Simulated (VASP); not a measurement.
# CdSn2O3 (Cmmm) in VASP: notebook

The runs below take CdSn2O3 through single point, with PBE.

Everything below comes from runs of VASP 6.6.1. Logs are shortened: lines on timing, memory, paths and dates and some standing lists are left out, and cuts for length are marked.

## Step 1: The cell of the first run

The structure is orthorhombic, space group Cmmm (No. 65). Conventional cell: a = 7.740 Å, b = 9.920 Å, c = 3.262 Å, α = 90.00°, β = 90.00°, γ = 90.00°. Cd (site symmetry mmm) has 4 O at 2.19 Å within 2.9 Å. Sn (site symmetry 2/m) has 2 O at 2.19 Å within 2.9 Å. Within 3.0 Å of O (site symmetry m2m) lie 2 Sn at 2.19 Å and 2 Cd at 2.19 Å and 1 O at 2.92 Å. O (site symmetry mmm) has 14 O at 3.26 to 4.45 Å and 8 Sn at 3.54 Å and 2 Cd at 3.87 Å within 4.5 Å.

The cell was generated, and may not be a known phase.

## Step 2: Single point, PBE

Contents of INCAR:

```
SYSTEM = CdSn2O3
PREC = Accurate
ENCUT = 520
EDIFF = 1E-7
ISMEAR = 0
SIGMA = 0.1
LREAL = .FALSE.
LASPH = .TRUE.
NELM = 60
ALGO = Normal
ISIF = 2
LWAVE = .FALSE.
LCHARG = .TRUE.
GGA = PE
LELF = .TRUE.
LVHAR = .TRUE.
NBANDS = 38
```

Contents of KPOINTS:

```
Automatic mesh
0
G
  6 6 12
  0 0 0
```

Contents of POSCAR:

```
CdSn2O3
1.0
    3.8701782288     -4.9601247705      0.0000000000
    3.8701782288      4.9601247705      0.0000000000
    0.0000000000      0.0000000000      3.2616217887
Cd Sn O
1 2 3
Direct
    0.0000000000      0.0000000000      0.5000000000
    0.5000000000      0.0000000000      0.0000000000
    0.0000000000      0.5000000000      0.0000000000
    0.8526389572      0.1473610428      0.0000000000
    0.1473610428      0.8526389572      0.0000000000
    0.5000000000      0.5000000000      0.5000000000
```

Potentials or basis: VASP PAW PBE potentials, release 64 (Cd, Sn_d, O).

Started as:

```
> cat potpaw_PBE.64/Cd/POTCAR potpaw_PBE.64/Sn_d/POTCAR potpaw_PBE.64/O/POTCAR > POTCAR
> mpirun -np 1 vasp_std > vasp.out
```

OUTCAR:

```text
SYSTEM = CdSn2O3
   PREC = Accurate
   ENCUT = 520
   EDIFF = 1E-7
   ISMEAR = 0
   LREAL = .FALSE.
   LASPH = .TRUE.
   NELM = 60
   ISIF = 2
   GGA = PE

 ion  position               nearest neighbor table
   1  0.000  0.000  0.500-   4 2.19   5 2.19   4 2.19   5 2.19   2 3.54   3 3.54   2 3.54   3 3.54
                             3 3.54   3 3.54   2 3.54   2 3.54
   2  0.500  0.000  0.000-   4 2.19   5 2.19   1 3.54   1 3.54   1 3.54   1 3.54
   3  0.000  0.500  0.000-   4 2.19   5 2.19   1 3.54   1 3.54   1 3.54   1 3.54
   4  0.853  0.147  0.000-   2 2.19   3 2.19   1 2.19   1 2.19
   5  0.147  0.853  0.000-   2 2.19   3 2.19   1 2.19   1 2.19
   6  0.500  0.500  0.500-

  LATTYP: Found a base centered orthorhombic cell.
 ALAT       =     7.7403564576
 B/A-ratio  =     1.2816269632
 C/A-ratio  =     0.4213787578

  Lattice vectors:

 A1 = (   3.8701782288,  -4.9601247705,   0.0000000000)
 A2 = (   3.8701782288,   4.9601247705,   0.0000000000)
 A3 = (   0.0000000000,   0.0000000000,   3.2616217887)

Analysis of symmetry for initial positions (statically):
=====================================================================
 Subroutine PRICEL returns:
 Original cell was already a primitive cell.

 Routine SETGRP: Setting up the symmetry group for a
 base centered orthorhombic supercell.

 Subroutine GETGRP returns: Found  8 space group operations
 (whereof  8 operations were pure point group operations)
 out of a pool of  8 trial point group operations.

The static configuration has the point symmetry D_2h.

Analysis of symmetry for dynamics (positions and initial velocities):
=====================================================================
 Subroutine PRICEL returns:
 Original cell was already a primitive cell.

 Routine SETGRP: Setting up the symmetry group for a
 base centered orthorhombic supercell.

 Subroutine GETGRP returns: Found  8 space group operations
 (whereof  8 operations were pure point group operations)
 out of a pool of  8 trial point group operations.

The dynamic configuration has the point symmetry D_2h.

 Subroutine INISYM returns: Found  8 space group operations
 (whereof  8 operations are pure point group operations),
 and found     1 'primitive' translations

----------------------------------------------------------------------------------------

                                     Primitive cell

  volume of cell :     125.2239

  direct lattice vectors                    reciprocal lattice vectors
     3.870178229 -4.960124771  0.000000000     0.129193017 -0.100803916  0.000000000
     3.870178229  4.960124771  0.000000000     0.129193017  0.100803916  0.000000000
     0.000000000  0.000000000  3.261621789     0.000000000  0.000000000  0.306595941

  length of vectors
     6.291352578  6.291352578  3.261621789     0.163866607  0.163866607  0.306595941

  position of ions in fractional coordinates (direct lattice)
     0.000000000  0.000000000  0.500000000
     0.500000000  0.000000000  0.000000000
     0.000000000  0.500000000  0.000000000
     0.852638957  0.147361043  0.000000000
     0.147361043  0.852638957  0.000000000
     0.500000000  0.500000000  0.500000000

  ion indices of the primitive-cell ions
   primitive index   ion index
                 1           1
                 2           2
                 3           3
                 4           4
                 5           5
                 6           6

----------------------------------------------------------------------------------------

 KPOINTS: Automatic mesh

Automatic generation of k-mesh.
 Grid dimensions read from file:
 generate k-points for:    6    6   12

 Generating k-lattice:

  Cartesian coordinates                     Fractional coordinates (reciprocal lattice)
     0.021532169 -0.016800653  0.000000000     0.166666667  0.000000000  0.000000000
     0.021532169  0.016800653  0.000000000     0.000000000  0.166666667  0.000000000
     0.000000000  0.000000000  0.025549662     0.000000000  0.000000000  0.083333333

  Length of vectors
     0.027311101  0.027311101  0.025549662

  Shift w.r.t. Gamma in fractional coordinates (k-lattice)
     0.000000000  0.000000000  0.000000000

 Subroutine IBZKPT returns following result:
 ===========================================

 Found     91 irreducible k-points:

 Following reciprocal coordinates:
            Coordinates               Weight
  0.000000  0.000000  0.000000      1.000000
  0.166667 -0.000000  0.000000      4.000000
  0.333333  0.000000  0.000000      4.000000
  0.500000  0.000000  0.000000      2.000000
  0.166667  0.166667  0.000000      2.000000
  0.333333  0.166667  0.000000      4.000000
[... 16 lines left out ...]
  0.333333  0.333333  0.083333      4.000000
  0.500000  0.333333  0.083333      8.000000
 [... further k-points ...]
   k-points           NKPTS =     91   k-points in BZ     NKDIM =     91   number of bands    NBANDS=     38
   number of dos      NEDOS =    301   number of ions     NIONS =      6
   total plane-waves  NPLWV =  55296
   dimension x,y,z NGX =    48 NGY =   48 NGZ =   24
   dimension x,y,z NGXF=    96 NGYF=   96 NGZF=   48
   ions per type =               1   2   3
   NGX,Y,Z   is equivalent  to a cutoff of  12.68, 12.68, 12.23 a.u.
   NGXF,Y,Z  is equivalent  to a cutoff of  25.37, 25.37, 24.47 a.u.
 SYSTEM =  CdSn2O3
   PREC   = accura    normal or accurate (medium, high low for compatibility)
   ISTART =      0    job   : 0-new  1-cont  2-samecut
   ICHARG =      2    charge: 1-file 2-atom 10-const
   ISPIN  =      1    spin polarized calculation?
   LNONCOLLINEAR =      F non collinear calculations
   LSORBIT =      F    spin-orbit coupling
   LASPH  =      T    aspherical Exc in radial PAW
   ENCUT  =  520.0 eV  38.22 Ry    6.18 a.u.  11.70 11.70  6.06*2*pi/ulx,y,z
   NELM   =     60;   NELMIN=  2; NELMDL= -5     # of ELM steps
   EDIFF  = 0.1E-06   stopping-criterion for ELM
   LREAL  =      F    real-space projection
   EDIFFG = 0.1E-05   stopping-criterion for IOM
   NSW    =      0    number of steps for IOM
   IBRION =     -1    ionic relax: 0-MD 1-quasi-New 2-CG
   NFREE  =      0    steps in history (QN), initial steepest desc. (CG)
   ISIF   =      2    stress and relaxation
   ISYM   =      2    0-nonsym 1-usesym 2-fastsym
   POTIM  = 0.5000    time-step for ionic-motion
   TEBEG  =    0.0;   TEEND  =   0.0 temperature during run
   PSTRESS=    0.0 pullay stress
   NELECT =      58.0000    total number of electrons
   NUPDOWN=      -1.0000    fix difference up-down
   EMIN   =  10.00;   EMAX   =-10.00  energy-range for DOS
   EFERMI =   0.00;   METHOD = LEGACY
   ISMEAR =     0;   SIGMA  =   0.10  broadening in eV -4-tet -1-fermi 0-gaus
   EFERMI_NEDOS =   21; number of points for ismear=-14 and -15
   IALGO  =     38    algorithm
   IMIX   =      4    mixing-type and parameters
     AMIX     =   0.40;   BMIX     =  1.00
     AMIX_MAG =   1.60;   BMIX_MAG =  1.00
  volume/ion in A,a.u.               =      20.87       140.84
  Fermi-wavevector in a.u.,A,eV,Ry     =   1.266646  2.393613 21.829065  1.604391
  Thomas-Fermi vector in A             =   2.399835
   LORBIT       =      0    0 simple, 1 ext, 2 COOP (PROOUT), +10 PAW based schemes
   GGA     = PE    functional components
   LHFCALC =     F    Hartree Fock is set to
   AEXX    =    0.0000 exact exchange contribution
   IVDW    =     0    specifies the selected vdW correction
   LEPSILON=     F    determine dielectric tensor
   LRPA    =     F    only Hartree local field effects (RPA)
 non-spin polarized calculation
 Gauss-broadening in eV      SIGMA  =   0.10
  energy-cutoff  :      520.00
  volume of cell :      125.22
 maximum number of plane-waves:      3400
   NGX = 23   NGY = 23   NGZ = 13

 number of electron      58.0000008 magnetization

 Free energy of the ion-electron system (eV)
  ---------------------------------------------------
  ext. energy  EPLUGINS =         0.00000000
  ---------------------------------------------------
  free energy    TOTEN  =       -24.69291063 eV

  energy without entropy =      -24.67910999  energy(sigma->0) =      -24.68601031

 E-fermi :   3.1847     XC(G=0):  -9.3115

 val. band max:        3.1811131556   @ k =   0.3333   0.1667   0.5000
 cond. band min:       3.1912765097   @ k =   0.5000   0.5000   0.5000
 fundamental gap:      0.0101633540
 Fermi energy:         3.1847350960

 k-point     1 :       0.0000    0.0000    0.0000
  band No.  band energies     occupation
      1     -18.6952      2.00000
      2     -18.4467      2.00000
      3     -18.4438      2.00000
      4     -18.3496      2.00000
      5     -18.3479      2.00000
      6     -18.3350      2.00000
[... 30 lines left out ...]
     37      10.1674      0.00000
     38      10.9832      0.00000

 k-point     2 :       0.1667   -0.0000    0.0000
  band No.  band energies     occupation
      1     -18.6724      2.00000
      2     -18.4464      2.00000
      3     -18.4442      2.00000
      4     -18.3682      2.00000
      5     -18.3460      2.00000
      6     -18.3349      2.00000
[... 30 lines left out ...]
     37      10.1453      0.00000
     38      10.7753      0.00000

 k-point     3 :       0.3333    0.0000    0.0000
  band No.  band energies     occupation
      1     -18.6095      2.00000
      2     -18.4474      2.00000
      3     -18.4456      2.00000
      4     -18.4281      2.00000
      5     -18.3409      2.00000
      6     -18.3346      2.00000
[... 30 lines left out ...]
     37      10.1052      0.00000
[... 781 lines left out ...]
 k-point    23 :       0.3333    0.3333    0.0833
  band No.  band energies     occupation
      1     -18.5903      2.00000
      2     -18.4467      2.00000
      3     -18.4345      2.00000
      4     -18.4238      2.00000
      5     -18.3391      2.00000
      6     -18.3390      2.00000
[... 30 lines left out ...]
     37      10.0760      0.00000
     38      11.7944      0.00000

 k-point    24 :       0.5000    0.3333    0.0833
  band No.  band energies     occupation
      1     -18.6475      2.00000
      2     -18.4363      2.00000
      3     -18.4353      2.00000
      4     -18.3672      2.00000
      5     -18.3438      2.00000
      6     -18.3393      2.00000
[... 30 lines left out ...]
     37       9.8819      0.00000
     38      11.4803      0.00000

 [... further k-points ...]

------------------------ aborting loop because EDIFF is reached ----------------------------------------

  FORCE on cell =-STRESS in cart. coord.  units (eV):
  Direction    XX          YY          ZZ          XY          YZ          ZX
  --------------------------------------------------------------------------------------
  -------------------------------------------------------------------------------------
  Total        0.1460285      0.3503472      0.4455438      0.0000000      0.0000000      0.0000000
  in kB        1.8683627      4.4825187      5.7005112      0.0000000      0.0000000      0.0000000
  external PRESSURE =       4.0171308 kB  Pullay stress =       0.0000000 kB

 VOLUME and BASIS-vectors are now :
 -----------------------------------------------------------------------------
  energy-cutoff  :      520.00
  volume of cell :      125.22
      direct lattice vectors                 reciprocal lattice vectors
     3.870178229 -4.960124771  0.000000000     0.129193017 -0.100803916  0.000000000
     3.870178229  4.960124771  0.000000000     0.129193017  0.100803916  0.000000000
     0.000000000  0.000000000  3.261621789     0.000000000  0.000000000  0.306595941

 POSITION                                       TOTAL-FORCE (eV/Angst)
 -----------------------------------------------------------------------------------
      0.00000      0.00000      1.63081         0.000000      0.000000      0.000000
      1.93509     -2.48006      0.00000         0.000000     -0.000000      0.000000
      1.93509      2.48006      0.00000         0.000000     -0.000000      0.000000
      3.87018     -3.49827      0.00000         0.000000      0.105758      0.000000
      3.87018      3.49827      0.00000         0.000000     -0.105758     -0.000000
      3.87018      0.00000      1.63081        -0.000000     -0.000000      0.000000
 -----------------------------------------------------------------------------------
    total drift:                                0.000000      0.000000      0.000000

  FREE ENERGIE OF THE ION-ELECTRON SYSTEM (eV)
  ---------------------------------------------------
  free  energy   TOTEN  =       -24.6929106289 eV

  energy  without entropy=      -24.6791099879  energy(sigma->0) =      -24.68601031
```

Run time: 7.8 min. Hardware: 1 thread of Intel Xeon Platinum 8259CL at 2.50GHz (Skylake/Cascade Lake), shared host; peak memory 0.49 GiB.

Results:

```yaml
Free_energy: -24.6929 eV
Pressure: 0.4 GPa
Largest_force: 0.106 eV/Å
Band_gap_on_the_k_mesh: zero (bands 29 and 30 overlap by 0.71 eV)
```

Forces on the atoms (eV/Å):
```
Cd   0.000  0.000  0.000
Sn   0.000  0.000  0.000
Sn   0.000  0.000  0.000
O    0.000  0.106  0.000
O    0.000 -0.106  0.000
O    0.000  0.000  0.000
```

Stress tensor (GPa, compression positive):
```
0.19 0.00 0.00
0.00 0.45 0.00
0.00 0.00 0.57
```

Caveat: semilocal functionals underestimate gaps, and a narrow one can read as zero; spin-orbit coupling is left out, which moves the levels of the heavy elements.

## Step 3: Single point, PBE

Contents of INCAR:

```
  PREC = Accurate
  ENCUT = 700
  EDIFF = 1E-6
  ISMEAR = 0
  SIGMA = 0.1
  LREAL = F
  LASPH = T
  NELM = 120
  ALGO = Normal
  ISIF = 2
  LWAVE = F
  LCHARG = F
  GGA = PE
  NBANDS = 42
  GGA_COMPAT = F
```

Contents of KPOINTS:

```
regular mesh
0
Gamma
  4 4 6
```

Contents of POSCAR:

```
CdSn2O3
1.0
    3.8703429004     -4.9866560377      0.0000000000
    3.8703429004      4.9866560377      0.0000000000
    0.0000000000      0.0000000000      3.2455162865
Cd Sn O
1 2 3
Direct
    0.0000000000      0.0000000000      0.5000000000
    0.5000000000      0.0000000000      0.0000000000
    0.0000000000      0.5000000000      0.0000000000
    0.8526472908      0.1473527092      0.0000000000
    0.1473527092      0.8526472908      0.0000000000
    0.5000000000      0.5000000000      0.5000000000
```

Potentials or basis: VASP PAW PBE potentials, release 64 (Cd_sv_GW, Sn_d, O).

Started as:

```
> cat potpaw_PBE.64/Cd_sv_GW/POTCAR potpaw_PBE.64/Sn_d/POTCAR potpaw_PBE.64/O/POTCAR > POTCAR
> mpirun -np 1 vasp_std > vasp.out
```

Run time: 3 min. Hardware: 1 thread of Intel Xeon Platinum 8488C (Sapphire Rapids), shared host; peak memory 0.43 GiB.

It converged, with:

```
Free energy            : -24.8623 eV
Pressure               : -0.1 GPa
Largest force          : 0.011 eV/Å
Band gap on the k mesh : zero (bands 33 and 34 overlap by 0.73 eV)
```

Forces in eV/Å, atoms in the order of the input:
```
Cd   0.000  0.000  0.000
Sn   0.000  0.000  0.000
Sn   0.000  0.000  0.000
O    0.000 -0.011  0.000
O    0.000  0.011  0.000
O    0.000  0.000  0.000
```

Stress tensor (GPa, compression positive):
```
-0.03  0.00  0.00
 0.00 -0.16  0.00
 0.00  0.00 -0.13
```

Levels at points of the mesh, in eV from the Fermi level:
| k point | band 30 | band 31 | band 32 | band 33 | band 34 | band 35 | band 36 | band 37 |
| --- | --- | --- | --- | --- | --- | --- | --- | --- |
| (0.00, 0.00, 0.00) | -1.41 | -1.22 | -1.04 | 0.25 | 1.66 | 1.70 | 3.17 | 3.23 |
| (0.50, 0.00, 0.00) | -1.64 | -1.20 | -0.31 | 0.25 | 0.51 | 2.01 | 2.38 | 4.00 |
| (0.50, 0.50, 0.00) | -1.54 | -0.42 | -0.37 | -0.05 | 0.25 | 0.87 | 1.64 | 3.77 |
| (0.00, 0.00, 0.50) | -1.46 | -0.67 | -0.67 | -0.49 | -0.48 | 0.32 | 2.67 | 2.70 |
| (0.50, 0.00, 0.50) | -1.33 | -1.21 | -1.11 | -0.51 | -0.46 | 0.16 | 2.74 | 3.14 |
| (0.50, 0.50, 0.50) | -1.27 | -1.19 | -0.85 | 0.05 | 0.28 | 0.39 | 2.54 | 3.39 |

Caveat: semilocal functionals underestimate gaps, and a narrow one can read as zero; spin-orbit coupling is left out, which moves the levels of the heavy elements.

The gap in the log of VASP goes by the Fermi energy; the results here count the filled bands.